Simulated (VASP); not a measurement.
# Sb (Fm-3m) in VASP: settings compared, part 2 of 2

VASP 6.6.1. Earlier steps stand in the parts before.

## (4) Relaxation of cell and atoms, PBEsol

Input file INCAR:

```
SYSTEM = Sb
PREC     = Accurate       ! precision mode
ENCUT    = 600            ! plane-wave cutoff, eV
EDIFF    = 1E-7           ! SCF threshold, eV
ISMEAR   = -1             ! smearing method
SIGMA    = 0.05           ! smearing width, eV
LREAL    = .FALSE.        ! projectors in reciprocal space
LASPH    = .TRUE.         ! aspherical terms in the spheres
NELM     = 100            ! most SCF steps
ALGO     = Normal         ! electronic algorithm
ISIF     = 3              ! what is computed and relaxed
LWAVE    = .FALSE.        ! write WAVECAR
LCHARG   = .FALSE.        ! write CHGCAR
GGA      = PS             ! functional
IBRION   = 2              ! ionic algorithm
NSW      = 60             ! ionic steps
EDIFFG   = -0.01          ! ionic threshold
```

Input file KPOINTS:

```
Automatic mesh
0
G
  10 10 10
  0 0 0
```

Input file POSCAR:

```
Sb
1.0
    0.0000000000      2.3712425216      2.3712425216
    2.3712425216      0.0000000000      2.3712425216
    2.3712425216      2.3712425216      0.0000000000
Sb
1
Direct
    0.0000000000      0.0000000000      0.0000000000
```

Potentials or basis: VASP PAW PBE potentials, release 64 (Sb).

The run is started by

```sh
> cat potpaw_PBE.64/Sb/POTCAR > POTCAR
> mpirun -np 1 vasp_std > vasp.out
```

OUTCAR:

```text
SYSTEM = Sb
   PREC = Accurate
   ENCUT = 600
   EDIFF = 1E-7
   ISMEAR = -1
   LREAL = .FALSE.
   LASPH = .TRUE.
   NELM = 100
   ISIF = 3
   GGA = PS
   IBRION = 2
   NSW = 60
   EDIFFG = -0.01

 ion  position               nearest neighbor table
   1  0.000  0.000  0.000-

  LATTYP: Found a face centered cubic cell.
 ALAT       =     4.7424850432

  Lattice vectors:

 A1 = (   0.0000000000,   2.3712425216,   2.3712425216)
 A2 = (   2.3712425216,   0.0000000000,   2.3712425216)
 A3 = (   2.3712425216,   2.3712425216,   0.0000000000)

Analysis of symmetry for initial positions (statically):
=====================================================================
 Subroutine PRICEL returns:
 Original cell was already a primitive cell.

 Routine SETGRP: Setting up the symmetry group for a
 face centered cubic supercell.

 Subroutine GETGRP returns: Found 48 space group operations
[... 9 lines left out ...]

 Routine SETGRP: Setting up the symmetry group for a
 face centered cubic supercell.

 Subroutine GETGRP returns: Found 48 space group operations
[... 11 lines left out ...]
                                     Primitive cell

  volume of cell :      26.6660

  direct lattice vectors                    reciprocal lattice vectors
     0.000000000  2.371242522  2.371242522    -0.210859916  0.210859916  0.210859916
     2.371242522  0.000000000  2.371242522     0.210859916 -0.210859916  0.210859916
     2.371242522  2.371242522  0.000000000     0.210859916  0.210859916 -0.210859916

  length of vectors
     3.353443334  3.353443334  3.353443334     0.365220089  0.365220089  0.365220089

  position of ions in fractional coordinates (direct lattice)
     0.000000000  0.000000000  0.000000000

  ion indices of the primitive-cell ions
   primitive index   ion index
                 1           1

----------------------------------------------------------------------------------------

 KPOINTS: Automatic mesh

Automatic generation of k-mesh.
 Grid dimensions read from file:
 generate k-points for:   10   10   10

 Generating k-lattice:

  Cartesian coordinates                     Fractional coordinates (reciprocal lattice)
    -0.021085992  0.021085992  0.021085992     0.100000000  0.000000000  0.000000000
     0.021085992 -0.021085992  0.021085992     0.000000000  0.100000000  0.000000000
     0.021085992  0.021085992 -0.021085992     0.000000000  0.000000000  0.100000000

  Length of vectors
     0.036522009  0.036522009  0.036522009

  Shift w.r.t. Gamma in fractional coordinates (k-lattice)
     0.000000000  0.000000000  0.000000000

 Subroutine IBZKPT returns following result:
 ===========================================

 Found     47 irreducible k-points:

 Following reciprocal coordinates:
            Coordinates               Weight
  0.000000  0.000000  0.000000      1.000000
  0.100000  0.000000  0.000000      8.000000
  0.200000  0.000000  0.000000      8.000000
  0.300000  0.000000  0.000000      8.000000
  0.400000  0.000000  0.000000      8.000000
  0.500000  0.000000  0.000000      4.000000
[... 16 lines left out ...]
  0.300000  0.300000  0.000000      6.000000
  0.400000  0.300000  0.000000     24.000000
 [... further k-points ...]
   k-points           NKPTS =     47   k-points in BZ     NKDIM =     47   number of bands    NBANDS=      6
   number of dos      NEDOS =    301   number of ions     NIONS =      1
   total plane-waves  NPLWV =  21952
   dimension x,y,z NGX =    28 NGY =   28 NGZ =   28
   dimension x,y,z NGXF=    56 NGYF=   56 NGZF=   56
   ions per type =               1
   NGX,Y,Z   is equivalent  to a cutoff of  13.88, 13.88, 13.88 a.u.
   NGXF,Y,Z  is equivalent  to a cutoff of  27.76, 27.76, 27.76 a.u.
 SYSTEM =  Sb
   PREC   = accura    normal or accurate (medium, high low for compatibility)
   ISTART =      0    job   : 0-new  1-cont  2-samecut
   ICHARG =      2    charge: 1-file 2-atom 10-const
   ISPIN  =      1    spin polarized calculation?
   LNONCOLLINEAR =      F non collinear calculations
   LSORBIT =      F    spin-orbit coupling
   LASPH  =      T    aspherical Exc in radial PAW
   ENCUT  =  600.0 eV  44.10 Ry    6.64 a.u.   6.70  6.70  6.70*2*pi/ulx,y,z
   NELM   =    100;   NELMIN=  2; NELMDL= -5     # of ELM steps
   EDIFF  = 0.1E-06   stopping-criterion for ELM
   LREAL  =      F    real-space projection
   EDIFFG = -.1E-01   stopping-criterion for IOM
   NSW    =     60    number of steps for IOM
   IBRION =      2    ionic relax: 0-MD 1-quasi-New 2-CG
   NFREE  =      1    steps in history (QN), initial steepest desc. (CG)
   ISIF   =      3    stress and relaxation
   ISYM   =      2    0-nonsym 1-usesym 2-fastsym
   POTIM  = 0.5000    time-step for ionic-motion
   TEBEG  =    0.0;   TEEND  =   0.0 temperature during run
   PSTRESS=    0.0 pullay stress
   NELECT =       5.0000    total number of electrons
   NUPDOWN=      -1.0000    fix difference up-down
   EMIN   =  10.00;   EMAX   =-10.00  energy-range for DOS
   EFERMI =   0.00;   METHOD = LEGACY
   ISMEAR =    -1;   SIGMA  =   0.05  broadening in eV -4-tet -1-fermi 0-gaus
   EFERMI_NEDOS =   21; number of points for ismear=-14 and -15
   IALGO  =     38    algorithm
   IMIX   =      4    mixing-type and parameters
     AMIX     =   0.40;   BMIX     =  1.00
     AMIX_MAG =   1.60;   BMIX_MAG =  1.00
  volume/ion in A,a.u.               =      26.67       179.95
  Fermi-wavevector in a.u.,A,eV,Ry     =   0.937013  1.770697 11.945820  0.877993
  Thomas-Fermi vector in A             =   2.064081
   LORBIT       =      0    0 simple, 1 ext, 2 COOP (PROOUT), +10 PAW based schemes
   GGA     = PS    functional components
   LHFCALC =     F    Hartree Fock is set to
   AEXX    =    0.0000 exact exchange contribution
   IVDW    =     0    specifies the selected vdW correction
   LEPSILON=     F    determine dielectric tensor
   LRPA    =     F    only Hartree local field effects (RPA)
 conjugate gradient relaxation of ions
 non-spin polarized calculation
  energy-cutoff  :      600.00
  volume of cell :       26.67
 maximum number of plane-waves:       908
   NGX = 13   NGY = 13   NGZ = 13

--------------------------------------- Ionic step        1  -------------------------------------------

 number of electron       5.0000000 magnetization

 Free energy of the ion-electron system (eV)
  ---------------------------------------------------
  ext. energy  EPLUGINS =         0.00000000
  ---------------------------------------------------
  free energy    TOTEN  =        -4.29713780 eV

  energy without entropy =       -4.29044225  energy(sigma->0) =       -4.29379002

------------------------ aborting loop because EDIFF is reached ----------------------------------------

  FORCE on cell =-STRESS in cart. coord.  units (eV):
  Direction    XX          YY          ZZ          XY          YZ          ZX
  --------------------------------------------------------------------------------------
  -------------------------------------------------------------------------------------
  Total       -0.2056596     -0.2056596     -0.2056596     -0.0000000     -0.0000000      0.0000000
  in kB      -12.3566783    -12.3566783    -12.3566783     -0.0000000     -0.0000000      0.0000000
  external PRESSURE =     -12.3566783 kB  Pullay stress =       0.0000000 kB
[... 55 lines left out ...]
  energy  without entropy=       -4.2918402020  energy(sigma->0) =       -4.29528793

--------------------------------------- Ionic step        3  -------------------------------------------

 number of electron       5.0000000 magnetization

 Free energy of the ion-electron system (eV)
  ---------------------------------------------------
  ext. energy  EPLUGINS =         0.00000000
  ---------------------------------------------------
  free energy    TOTEN  =        -4.29922357 eV

  energy without entropy =       -4.29230383  energy(sigma->0) =       -4.29576370

 E-fermi :   8.7369     XC(G=0): -10.4646

 val. band max:        8.7224420472   @ k =   0.3000   0.2000   0.0000
 cond. band min:       8.7664131696   @ k =  -0.2000   0.2000   0.0000
 fundamental gap:      0.0439711224
 Fermi energy:         8.7368772146

 k-point     1 :       0.0000    0.0000    0.0000
  band No.  band energies     occupation
      1      -4.4060      2.00000
      2      14.3070      0.00000
      3      14.3070      0.00000
      4      14.3070      0.00000
      5      18.8597      0.00000
      6      18.8597      0.00000

 k-point     2 :       0.1000    0.0000    0.0000
  band No.  band energies     occupation
      1      -4.2024      2.00000
      2      12.5365      0.00000
      3      14.0424      0.00000
      4      14.0424      0.00000
      5      17.7661      0.00000
      6      19.2857      0.00000
[... 190 lines left out ...]
 k-point    24 :       0.4000    0.3000    0.0000
  band No.  band energies     occupation
      1      -1.0308      2.00000
      2       6.6896      2.00000
      3       9.0020      0.00991
      4       9.9421      0.00000
      5      13.9294      0.00000
      6      15.2053      0.00000

 [... further k-points ...]
[... 5 lines left out ...]
  --------------------------------------------------------------------------------------
  -------------------------------------------------------------------------------------
  Total       -0.0000002     -0.0000002     -0.0000002      0.0000000      0.0000000      0.0000000
  in kB       -0.0000096     -0.0000096     -0.0000096      0.0000000      0.0000000      0.0000000
  external PRESSURE =      -0.0000096 kB  Pullay stress =       0.0000000 kB
[... 16 lines left out ...]
  FREE ENERGIE OF THE ION-ELECTRON SYSTEM (eV)
  ---------------------------------------------------
  free  energy   TOTEN  =        -4.2992235728 eV

  energy  without entropy=       -4.2923038282  energy(sigma->0) =       -4.29576370

 reached required accuracy - stopping structural energy minimisation
```

It took 25 s on 1 thread of AMD EPYC 7R13, shared host; peak memory 0.13 GiB.

What came out:

| Property | Result |
| --- | --- |
| Free energy | -4.2992 eV |
| Relaxed volume | 26.13 Å³/atom |
| Relaxed cell | a = 3.331 Å, b = 3.331 Å, c = 3.331 Å, α = 60.00°, β = 60.00°, γ = 60.00° |
| Space group after relaxing (to 0.05 Å) | Fm-3m (No. 225) |
| Energy gained by relaxing | 2.1 meV/atom |
| Ionic steps | 3 |
| Pressure after relaxing | 0.0 GPa |

The path:
| step | energy change (eV) | largest force (eV/Å) | pressure (GPa) | volume (Å³) |
| --- | --- | --- | --- | --- |
| 1 | 0.0000 | 0.0000 | -1.24 | 26.67 |
| 2 | -0.0016 | 0.0000 | 0.63 | 25.88 |
| 3 | -0.0021 | 0.0000 | 0.00 | 26.13 |

Final structure:
```
Sb
1.0
     0.00000    2.35533    2.35533
     2.35533    0.00000    2.35533
     2.35533    2.35533    0.00000
Sb
1
Direct
  0.00000 0.00000 0.00000
```

Levels at points of the mesh, in eV from the Fermi level:
```
           k point  band 1  band 2  band 3  band 4  band 5
(0.00, 0.00, 0.00)  -13.14    5.57    5.57    5.57   10.12
(0.50, 0.00, 0.00)   -9.22   -5.99    3.81    3.81    8.41
(0.50, 0.50, 0.00)   -7.51   -5.06    0.41    0.41    4.19
```

Caveat: the PAW data sets were made with another functional, which shifts forces and pressure a little; spin-orbit coupling is left out, which moves the levels of the heavy elements.

## (5) Summary

| level | potentials or basis | gap on the mesh (eV) | pressure (GPa) | relaxed volume (Å³/atom) |
| --- | --- | --- | --- | --- |
| PBE | VASP PAW PBE potentials, release 64 (Sb) | none | 0.0 | 27.43 |
| LDA | VASP PAW LDA potentials, release 64 (Sb) | none | 0.0 | 25.72 |
| PBEsol | VASP PAW PBE potentials, release 64 (Sb) | none | 0.0 | 26.13 |

Alike in all rows: task relaxation of cell and atoms; no spin polarisation; cell relaxed; k mesh 10 × 10 × 10; cutoff (eV) 600; smearing fermi-dirac 0.05 eV.

Caveats: spin-orbit coupling is left out, which moves the levels of the heavy elements; the PAW data sets were made with another functional, which shifts forces and pressure a little (some runs).

Absolute energies hang on the potentials; compare differences alone.
